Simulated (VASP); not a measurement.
# Sc (Fd-3m) in VASP: single point with LDA

Aim: the single point of Sc with LDA.

All numbers are computed with VASP 6.6.1; they aren't measurements. Logs are shortened: lines on timing, memory, paths and dates and some standing lists are left out, and cuts for length are marked.

## 1. The cell of the first run

It takes space group Fd-3m (No. 227, cubic). Conventional cell: a = 6.277 Å, b = 6.277 Å, c = 6.277 Å, α = 90.00°, β = 90.00°, γ = 90.00°. Within 3.6 Å of Sc (site symmetry -43m) lie 4 Sc at 2.72 Å.

## 2. Single point, LDA

Contents of INCAR:

```
SYSTEM = Sc
ALGO = Normal ; EDIFF = 1E-7
ENCUT = 520 ; GGA = CA
ISIF = 2 ; ISMEAR = -1
LASPH = .True. ; LCHARG = .False.
LREAL = .False. ; LWAVE = .False.
NBANDS = 18 ; NELM = 80
PREC = Accurate ; SIGMA = 0.05
```

Contents of KPOINTS:

```
k-points
0
Gamma
  8 8 8
  0 0 0
```

Contents of POSCAR:

```
Sc
1.0
    0.0000000000      3.1385914680      3.1385914680
    3.1385914680      0.0000000000      3.1385914680
    3.1385914680      3.1385914680      0.0000000000
Sc
2
Direct
   -0.1250000000     -0.1250000000     -0.1250000000
    0.1250000000      0.1250000000      0.1250000000
```

Potentials or basis: VASP PAW LDA potentials, release 64 (Sc_sv).

Started as:

```
> cat potpaw_LDA.64/Sc_sv/POTCAR > POTCAR
> mpirun -np 1 vasp_std > vasp.out
```

OUTCAR:

```text
SYSTEM = Sc
   EDIFF = 1E-7
   ENCUT = 520
   GGA = CA
   ISIF = 2
   ISMEAR = -1
   LASPH = .True.
   LREAL = .False.
   NELM = 80
   PREC = Accurate

 ion  position               nearest neighbor table
   1  0.875  0.875  0.875-   2 2.72   2 2.72   2 2.72   2 2.72
   2  0.125  0.125  0.125-   1 2.72   1 2.72   1 2.72   1 2.72

  LATTYP: Found a face centered cubic cell.
 ALAT       =     6.2771829360

  Lattice vectors:

 A1 = (   0.0000000000,   3.1385914680,   3.1385914680)
 A2 = (   3.1385914680,   0.0000000000,   3.1385914680)
 A3 = (   3.1385914680,   3.1385914680,   0.0000000000)

Analysis of symmetry for initial positions (statically):
=====================================================================
 Subroutine PRICEL returns:
 Original cell was already a primitive cell.

 Routine SETGRP: Setting up the symmetry group for a
 face centered cubic supercell.

 Subroutine GETGRP returns: Found 48 space group operations
 (whereof 12 operations were pure point group operations)
 out of a pool of 48 trial point group operations.

The static configuration has the point symmetry D_3d.
 The point group associated with its full space group is O_h .

Analysis of symmetry for dynamics (positions and initial velocities):
=====================================================================
 Subroutine PRICEL returns:
 Original cell was already a primitive cell.

 Routine SETGRP: Setting up the symmetry group for a
 face centered cubic supercell.

 Subroutine GETGRP returns: Found 48 space group operations
 (whereof 12 operations were pure point group operations)
 out of a pool of 48 trial point group operations.

The dynamic configuration has the point symmetry D_3d.
 The point group associated with its full space group is O_h .

 Subroutine INISYM returns: Found 48 space group operations
 (whereof 12 operations are pure point group operations),
 and found     1 'primitive' translations

----------------------------------------------------------------------------------------

                                     Primitive cell

  volume of cell :      61.8350

  direct lattice vectors                    reciprocal lattice vectors
     0.000000000  3.138591468  3.138591468    -0.159307130  0.159307130  0.159307130
     3.138591468  0.000000000  3.138591468     0.159307130 -0.159307130  0.159307130
     3.138591468  3.138591468  0.000000000     0.159307130  0.159307130 -0.159307130

  length of vectors
     4.438638621  4.438638621  4.438638621     0.275928044  0.275928044  0.275928044
[... 74 lines left out ...]
   ICHARG =      2    charge: 1-file 2-atom 10-const
   ISPIN  =      1    spin polarized calculation?
   LNONCOLLINEAR =      F non collinear calculations
   LSORBIT =      F    spin-orbit coupling
   LASPH  =      T    aspherical Exc in radial PAW
   ENCUT  =  520.0 eV  38.22 Ry    6.18 a.u.   8.25  8.25  8.25*2*pi/ulx,y,z
   NELM   =     80;   NELMIN=  2; NELMDL= -5     # of ELM steps
   EDIFF  = 0.1E-06   stopping-criterion for ELM
   LREAL  =      F    real-space projection
   EDIFFG = 0.1E-05   stopping-criterion for IOM
   NSW    =      0    number of steps for IOM
   IBRION =     -1    ionic relax: 0-MD 1-quasi-New 2-CG
   NFREE  =      0    steps in history (QN), initial steepest desc. (CG)
   ISIF   =      2    stress and relaxation
   ISYM   =      2    0-nonsym 1-usesym 2-fastsym
   POTIM  = 0.5000    time-step for ionic-motion
   TEBEG  =    0.0;   TEEND  =   0.0 temperature during run
   PSTRESS=    0.0 pullay stress
   NELECT =      22.0000    total number of electrons
   NUPDOWN=      -1.0000    fix difference up-down
   EMIN   =  10.00;   EMAX   =-10.00  energy-range for DOS
   EFERMI =   0.00;   METHOD = LEGACY
   ISMEAR =    -1;   SIGMA  =   0.05  broadening in eV -4-tet -1-fermi 0-gaus
   EFERMI_NEDOS =   21; number of points for ismear=-14 and -15
   IALGO  =     38    algorithm
   IMIX   =      4    mixing-type and parameters
     AMIX     =   0.40;   BMIX     =  1.00
     AMIX_MAG =   1.60;   BMIX_MAG =  1.00
  volume/ion in A,a.u.               =      30.92       208.64
  Fermi-wavevector in a.u.,A,eV,Ry     =   1.160035  2.192147 18.309091  1.345680
  Thomas-Fermi vector in A             =   2.296621
   LORBIT       =      0    0 simple, 1 ext, 2 COOP (PROOUT), +10 PAW based schemes
   GGA     = CA    functional components
   LHFCALC =     F    Hartree Fock is set to
   AEXX    =    0.0000 exact exchange contribution
   IVDW    =     0    specifies the selected vdW correction
   LEPSILON=     F    determine dielectric tensor
   LRPA    =     F    only Hartree local field effects (RPA)
 non-spin polarized calculation
  energy-cutoff  :      520.00
  volume of cell :       61.83
 maximum number of plane-waves:      1687
 NGX is ok and might be reduce to    36
   NGX = 17   NGY = 17   NGZ = 17

 number of electron      21.9999999 magnetization

 Free energy of the ion-electron system (eV)
  ---------------------------------------------------
  ext. energy  EPLUGINS =         0.00000000
  ---------------------------------------------------
  free energy    TOTEN  =        -9.50229566 eV

  energy without entropy =       -9.47159511  energy(sigma->0) =       -9.48694539

 E-fermi :   2.0251     XC(G=0):  -9.0203

 val. band max:        1.9886298224   @ k =   0.5000   0.5000   0.0000
 cond. band min:       2.0399598347   @ k =   0.3750   0.2500   0.0000
 fundamental gap:      0.0513300123
 Fermi energy:         2.0251219909

 k-point     1 :       0.0000    0.0000    0.0000
  band No.  band energies     occupation
      1     -47.1679      2.00000
      2     -46.8383      2.00000
      3     -26.3086      2.00000
      4     -26.3086      2.00000
      5     -26.3086      2.00000
      6     -25.7728      2.00000
[... 481 lines left out ...]
      5     -26.1983      2.00000
      6     -25.8910      2.00000
[... 10 lines left out ...]
     17       4.3660      0.00000
     18       5.3800      0.00000

 [... further k-points ...]
[... 5 lines left out ...]
  --------------------------------------------------------------------------------------
  -------------------------------------------------------------------------------------
  Total       -0.6033954     -0.6033954     -0.6033954      0.0000000     -0.0000000      0.0000000
  in kB      -15.6342924    -15.6342924    -15.6342924      0.0000000     -0.0000000      0.0000000
  external PRESSURE =     -15.6342924 kB  Pullay stress =       0.0000000 kB

 VOLUME and BASIS-vectors are now :
 -----------------------------------------------------------------------------
  energy-cutoff  :      520.00
  volume of cell :       61.83
      direct lattice vectors                 reciprocal lattice vectors
     0.000000000  3.138591468  3.138591468    -0.159307130  0.159307130  0.159307130
     3.138591468  0.000000000  3.138591468     0.159307130 -0.159307130  0.159307130
     3.138591468  3.138591468  0.000000000     0.159307130  0.159307130 -0.159307130

 POSITION                                       TOTAL-FORCE (eV/Angst)
 -----------------------------------------------------------------------------------
      5.49254      5.49254      5.49254        -0.000000      0.000000     -0.000000
      0.78465      0.78465      0.78465         0.000000     -0.000000      0.000000
 -----------------------------------------------------------------------------------
    total drift:                                0.000000      0.000000      0.000000

  FREE ENERGIE OF THE ION-ELECTRON SYSTEM (eV)
  ---------------------------------------------------
  free  energy   TOTEN  =        -9.5022956627 eV

  energy  without entropy=       -9.4715951136  energy(sigma->0) =       -9.48694539
```

stdout:

```text
POSCAR found type information on POSCAR Sc
 POSCAR found :  1 types and       2 ions
 scaLAPACK will be used
 LDA part: xc-table for (Slater(with rela. corr.)+CA(PZ))
 , standard interpolation
 POSCAR, INCAR and KPOINTS ok, starting setup
 FFT: planning ... GRIDC
 FFT: planning ... GRID_SOFT
 FFT: planning ... GRID
 WAVECAR not read
 entering main loop
```

Run time: 36 s. Hardware: 1 thread of Intel Xeon 8259CL, shared host; peak memory 0.18 GiB.

Results:

| Property | Result |
| --- | --- |
| Free energy | -9.5023 eV |
| Pressure | -1.6 GPa |
| Band gap on the k mesh | zero (band 11 reaches 2.44 eV, above the bottom of band 12 at 1.79 eV) |

Levels at points of the mesh, in eV from the Fermi level:
```csv
k point,band 7,band 8,band 9,band 10,band 11,band 12,band 13,band 14,band 15,band 16
"(0.00, 0.00, 0.00)",-27.80,-27.80,-4.16,-0.06,-0.06,0.25,0.25,0.25,1.76,1.76
"(0.50, 0.00, 0.00)",-27.73,-27.73,-1.76,-0.96,-0.08,-0.08,0.34,0.34,0.52,2.50
"(0.50, 0.50, 0.00)",-27.67,-27.67,-1.13,-1.13,-0.04,-0.04,0.46,0.46,1.80,1.80
```
